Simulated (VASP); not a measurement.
# Co (P6_3/mmc) in VASP: notebook

Co is run at these levels: PBEsol; tasks: electric field gradients.

All numbers are computed with VASP 6.6.1; they aren't measurements. Logs are shortened: lines on timing, memory, paths and dates and some standing lists are left out, and cuts for length are marked.

## Step 1: The cell of the first run

It takes space group P6_3/mmc (No. 194, hexagonal). The conventional cell has a = 2.519 Å, b = 2.519 Å, c = 4.214 Å, α = 90.00°, β = 90.00°, γ = 120.00°. Co (site symmetry -6m2) has 12 Co at 2.52 to 2.56 Å within 3.3 Å.

## Step 2: Electric field gradients, PBEsol, collinear spin, ferromagnetic start (zz strain of +3 %)

The input, INCAR:

```
SYSTEM = Co
PREC = Accurate
ENCUT = 520
EDIFF = 1E-8
ISMEAR = -1
SIGMA = 0.05
LREAL = .FALSE.
LASPH = .TRUE.
NELM = 150
ALGO = Normal
ISIF = 2
LWAVE = .FALSE.
LCHARG = .FALSE.
ISPIN = 2
MAGMOM = 2 2
LORBIT = 11
LMAXMIX = 4
GGA = PS
LEFG = .TRUE.
NBANDS = 20
```

The input, KPOINTS:

```
Automatic mesh
0
G
  19 19 10
  0 0 0
```

The input, POSCAR:

```
Co
1.0
    2.5190008694      0.0000000000      0.0000000000
   -1.2595004347      2.1815187451      0.0000000000
    0.0000000000      0.0000000000      4.2137300000
Co
2
Direct
    0.3333333333      0.6666666667      0.2500000000
    0.6666666667      0.3333333333      0.7500000000
```

Potentials or basis: VASP PAW PBE potentials, release 64 (Co).

Launch:

```bash
> cat potpaw_PBE.64/Co/POTCAR > POTCAR
> mpirun -np 1 vasp_std > vasp.out
```

OUTCAR:

```text
SYSTEM = Co
   PREC = Accurate
   ENCUT = 520
   EDIFF = 1E-8
   ISMEAR = -1
   LREAL = .FALSE.
   LASPH = .TRUE.
   NELM = 150
   ISIF = 2
   ISPIN = 2
   LORBIT = 11
   GGA = PS

 ion  position               nearest neighbor table
   1  0.333  0.667  0.250-   2 2.56   2 2.56   2 2.56   2 2.56   2 2.56   2 2.56
   2  0.667  0.333  0.750-   1 2.56   1 2.56   1 2.56   1 2.56   1 2.56   1 2.56

  LATTYP: Found a hexagonal cell.
 ALAT       =     2.5190008694
 C/A-ratio  =     1.6727783032

  Lattice vectors:

 A1 = (   2.5190008694,   0.0000000000,   0.0000000000)
 A2 = (  -1.2595004347,   2.1815187451,   0.0000000000)
 A3 = (   0.0000000000,   0.0000000000,   4.2137300000)

Analysis of symmetry for initial positions (statically):
=====================================================================
 Subroutine PRICEL returns:
 Original cell was already a primitive cell.

 Routine SETGRP: Setting up the symmetry group for a
 hexagonal supercell.

 Subroutine GETGRP returns: Found 24 space group operations
 (whereof 12 operations were pure point group operations)
 out of a pool of 24 trial point group operations.

The static configuration has the point symmetry D_3d.
 The point group associated with its full space group is D_6h.

Analysis of symmetry for dynamics (positions and initial velocities):
=====================================================================
 Subroutine PRICEL returns:
 Original cell was already a primitive cell.

 Routine SETGRP: Setting up the symmetry group for a
 hexagonal supercell.

 Subroutine GETGRP returns: Found 24 space group operations
 (whereof 12 operations were pure point group operations)
 out of a pool of 24 trial point group operations.

The dynamic configuration has the point symmetry D_3d.
 The point group associated with its full space group is D_6h.

Analysis of structural, dynamic, and magnetic symmetry:
=====================================================================
 Subroutine PRICEL returns:
 Original cell was already a primitive cell.

 Routine SETGRP: Setting up the symmetry group for a
 hexagonal supercell.

 Subroutine GETGRP returns: Found 24 space group operations
 (whereof 12 operations were pure point group operations)
[... 161 lines left out ...]
  band No.  band energies     occupation
      1       0.5878      1.00000
      2       4.2750      1.00000
      3       6.5053      1.00000
      4       6.6969      1.00000
      5       6.6969      1.00000
      6       6.9440      1.00000
[... 541 lines left out ...]
     19      31.3670      0.00000
     20      33.3801      0.00000

 [... further k-points ...]

 spin component 2

 k-point     1 :       0.0000    0.0000    0.0000
  band No.  band energies     occupation
      1       0.6415      1.00000
      2       5.2276      1.00000
      3       8.1380      1.00000
      4       8.3666      1.00000
      5       8.3666      1.00000
      6       8.6589      0.99998
[... 541 lines left out ...]
     19      31.7356      0.00000
     20      33.7484      0.00000

 [... further k-points ...]
[... 5 lines left out ...]
  --------------------------------------------------------------------------------------
  -------------------------------------------------------------------------------------
  Total       -2.6025432     -2.6025432     -3.6996117      0.0000000     -0.0000000      0.0000000
  in kB     -180.0754688   -180.0754688   -255.9839586      0.0000000     -0.0000000      0.0000000
  external PRESSURE =    -205.3782987 kB  Pullay stress =       0.0000000 kB

 VOLUME and BASIS-vectors are now :
 -----------------------------------------------------------------------------
  energy-cutoff  :      520.00
  volume of cell :       23.16
      direct lattice vectors                 reciprocal lattice vectors
     2.519000869  0.000000000  0.000000000     0.396982793  0.229198122  0.000000000
    -1.259500435  2.181518745  0.000000000     0.000000000  0.458396244  0.000000000
     0.000000000  0.000000000  4.213730000     0.000000000  0.000000000  0.237319430

 POSITION                                       TOTAL-FORCE (eV/Angst)
 -----------------------------------------------------------------------------------
     -0.00000      1.45435      1.05343         0.000000     -0.000000      0.000000
      1.25950      0.72717      3.16030        -0.000000      0.000000      0.000000
 -----------------------------------------------------------------------------------
    total drift:                               -0.000000      0.000000     -0.000000

  FREE ENERGIE OF THE ION-ELECTRON SYSTEM (eV)
  ---------------------------------------------------
  free  energy   TOTEN  =       -15.2850766302 eV

  energy  without entropy=      -15.2681535669  energy(sigma->0) =      -15.27661510

 Electric field gradients (V/A^2)
---------------------------------------------------------------------
 ion       V_xx      V_yy      V_zz      V_xy      V_xz      V_yz
---------------------------------------------------------------------
   1      -3.790    -3.790     7.580    -0.000     0.000    -0.000
   2      -3.790    -3.790     7.580    -0.000    -0.000     0.000
---------------------------------------------------------------------

 Electric field gradients after diagonalization (V/A^2)
 (convention: |V_zz| > |V_xx| > |V_yy|)
----------------------------------------------------------------------
 ion       V_xx      V_yy      V_zz     asymmetry (V_yy - V_xx)/ V_zz
----------------------------------------------------------------------
   1      -3.790    -3.790     7.580       0.000
   2      -3.790    -3.790     7.580       0.000
----------------------------------------------------------------------

           NMR quadrupolar parameters

 Cq : quadrupolar parameter    Cq=e*Q*V_zz/h
 eta: asymmetry parameters     (V_yy - V_xx)/ V_zz
 Q  : nuclear electric quadrupole moment in mb (millibarn)
----------------------------------------------------------------------
 ion       Cq(MHz)       eta       Q (mb)
----------------------------------------------------------------------
   1       0.018       0.000       1.000
   2       0.018       0.000       1.000
----------------------------------------------------------------------

 total charge

# of ion       s       p       d       tot
------------------------------------------
    1        0.464   0.472   7.215   8.151
    2        0.464   0.472   7.215   8.151
--------------------------------------------------
tot          0.928   0.944  14.430  16.303

 magnetization (x)

# of ion       s       p       d       tot
------------------------------------------
    1       -0.013  -0.048   1.758   1.697
    2       -0.013  -0.048   1.758   1.697
--------------------------------------------------
tot         -0.026  -0.096   3.517   3.395
```

stdout:

```text
POSCAR found type information on POSCAR Co
 POSCAR found :  1 types and       2 ions
 scaLAPACK will be used
 -----------------------------------------------------------------------------
|                                                                             |
|                                                                             |
|     You enforced a specific xc type in the INCAR file but a different       |
|     I HOPE YOU KNOW WHAT YOU ARE DOING!                                     |
|                                                                             |
 -----------------------------------------------------------------------------

 LDA part: xc-table for (Slater+PW92), standard interpolation
 POSCAR, INCAR and KPOINTS ok, starting setup
 FFT: planning ... GRIDC
 FFT: planning ... GRID_SOFT
 FFT: planning ... GRID
 WAVECAR not read
 entering main loop
ion   1

ion   2
```

It took 4.7 min on 1 thread of AMD EPYC 7R43 (Zen 3), shared host; peak memory 0.23 GiB.

Results:

```
Free energy                                           : -15.2851 eV
Pressure                                              : -20.5 GPa
Net moment                                            : 3.34 μB per cell
Site moments                                          : Co +1.70 μB
Largest electric field gradient by atom               : Co +7.6 V/Å²
Valence electrons inside the program's atomic spheres : Co 8.15
```

Electric field gradients, principal values (V/Å²):
```tsv
atom	least	middle	greatest (by size)
1 Co	-3.790	-3.790	7.580
2 Co	-3.790	-3.790	7.580
```

Caveat: the cell differs from its parent crystal (zz strain of +3 %); the cell stands under tension; without QUAD_EFG the Cq values of the log hold for a quadrupole moment of 1 mb, not for the nuclei; the PAW data sets were made with another functional, which shifts forces and pressure a little.

## Step 3: Electric field gradients, PBEsol, collinear spin, ferromagnetic start (10.57 Å³/atom)

This run uses another cell than the first one, of 10.57 Å³/atom.

The input, INCAR:

```
SYSTEM = Co
ALGO = Normal
EDIFF = 1E-8
ENCUT = 520
GGA = PS
ISIF = 2
ISMEAR = -1
ISPIN = 2
LASPH = .TRUE.
LCHARG = .FALSE.
LEFG = .TRUE.
LMAXMIX = 4
LORBIT = 11
LREAL = .FALSE.
LWAVE = .FALSE.
MAGMOM = 2 2
NBANDS = 20
NELM = 150
PREC = Accurate
SIGMA = 0.05
```

The input, KPOINTS:

```
k-points
0
G
  19 19 10
  0 0 0
```

The input, POSCAR:

```
Co
1.0
    2.4680156958      0.0000000000      0.0000000000
   -1.2340078479      2.1373642896      0.0000000000
    0.0000000000      0.0000000000      4.0081971921
Co
2
Direct
    0.3333333333      0.6666666667      0.2500000000
    0.6666666667      0.3333333333      0.7500000000
```

Potentials or basis: VASP PAW PBE potentials, release 64 (Co).

Launch:

```bash
> cat potpaw_PBE.64/Co/POTCAR > POTCAR
> mpirun -np 1 vasp_std > vasp.out
```

OUTCAR:

```text
SYSTEM = Co
   EDIFF = 1E-8
   ENCUT = 520
   GGA = PS
   ISIF = 2
   ISMEAR = -1
   ISPIN = 2
   LASPH = .TRUE.
   LORBIT = 11
   LREAL = .FALSE.
   NELM = 150
   PREC = Accurate

 ion  position               nearest neighbor table
   1  0.333  0.667  0.250-   2 2.46   2 2.46   2 2.46   2 2.46   2 2.46   2 2.46
   2  0.667  0.333  0.750-   1 2.46   1 2.46   1 2.46   1 2.46   1 2.46   1 2.46

  LATTYP: Found a hexagonal cell.
 ALAT       =     2.4680156958
 C/A-ratio  =     1.6240566050

  Lattice vectors:

 A1 = (   2.4680156958,   0.0000000000,   0.0000000000)
 A2 = (  -1.2340078479,   2.1373642896,   0.0000000000)
 A3 = (   0.0000000000,   0.0000000000,   4.0081971921)

Analysis of symmetry for initial positions (statically):
=====================================================================
 Subroutine PRICEL returns:
 Original cell was already a primitive cell.

 Routine SETGRP: Setting up the symmetry group for a
 hexagonal supercell.

 Subroutine GETGRP returns: Found 24 space group operations
 (whereof 12 operations were pure point group operations)
 out of a pool of 24 trial point group operations.

The static configuration has the point symmetry D_3d.
 The point group associated with its full space group is D_6h.

[... 1322 lines left out ...]
  free  energy   TOTEN  =       -15.4710961292 eV

  energy  without entropy=      -15.4562090873  energy(sigma->0) =      -15.46365261

 Electric field gradients (V/A^2)
---------------------------------------------------------------------
 ion       V_xx      V_yy      V_zz      V_xy      V_xz      V_yz
---------------------------------------------------------------------
   1       1.382     1.384    -2.766     0.001     0.000     0.000
   2       1.382     1.384    -2.766     0.001     0.000     0.000
---------------------------------------------------------------------

 Electric field gradients after diagonalization (V/A^2)
 (convention: |V_zz| > |V_xx| > |V_yy|)
----------------------------------------------------------------------
 ion       V_xx      V_yy      V_zz     asymmetry (V_yy - V_xx)/ V_zz
----------------------------------------------------------------------
   1       1.384     1.382    -2.766       0.001
   2       1.384     1.382    -2.766       0.001
----------------------------------------------------------------------

           NMR quadrupolar parameters

 Cq : quadrupolar parameter    Cq=e*Q*V_zz/h
 eta: asymmetry parameters     (V_yy - V_xx)/ V_zz
 Q  : nuclear electric quadrupole moment in mb (millibarn)
----------------------------------------------------------------------
 ion       Cq(MHz)       eta       Q (mb)
----------------------------------------------------------------------
   1      -0.007       0.001       1.000
   2      -0.007       0.001       1.000
----------------------------------------------------------------------

 total charge

# of ion       s       p       d       tot
------------------------------------------
    1        0.500   0.547   7.276   8.323
    2        0.500   0.547   7.276   8.323
--------------------------------------------------
tot          0.999   1.094  14.552  16.646

 magnetization (x)

# of ion       s       p       d       tot
------------------------------------------
    1       -0.015  -0.051   1.655   1.589
    2       -0.015  -0.051   1.655   1.589
--------------------------------------------------
tot         -0.030  -0.103   3.310   3.178
```

stdout:

```text
POSCAR found type information on POSCAR Co
 POSCAR found :  1 types and       2 ions
 scaLAPACK will be used
 -----------------------------------------------------------------------------
|                                                                             |
|                                                                             |
|     You enforced a specific xc type in the INCAR file but a different       |
|     I HOPE YOU KNOW WHAT YOU ARE DOING!                                     |
|                                                                             |
 -----------------------------------------------------------------------------

 LDA part: xc-table for (Slater+PW92), standard interpolation
 POSCAR, INCAR and KPOINTS ok, starting setup
 FFT: planning ... GRIDC
 FFT: planning ... GRID_SOFT
 FFT: planning ... GRID
 WAVECAR not read
 entering main loop
ion   1

ion   2
```

Wall time 2.4 min (1 thread of AMD EPYC 9R14 (Zen 4), shared host); peak memory 0.21 GiB.

Results:

| Property | Result |
| --- | --- |
| Free energy | -15.4711 eV |
| Pressure | -5.3 GPa |
| Net moment | 3.16 μB per cell |
| Site moments | Co +1.59 μB |
| Largest electric field gradient by atom | Co -2.8 V/Å² |
| Valence electrons inside the program's atomic spheres | Co 8.32 |

Electric field gradients, principal values (V/Å²):
| atom | least | middle | greatest (by size) |
| --- | --- | --- | --- |
| 1 Co | 1.382 | 1.384 | -2.766 |
| 2 Co | 1.382 | 1.384 | -2.766 |

Caveat: the cell stands under tension; without QUAD_EFG the Cq values of the log hold for a quadrupole moment of 1 mb, not for the nuclei; the PAW data sets were made with another functional, which shifts forces and pressure a little.

(Continued in part 2 of 2.)
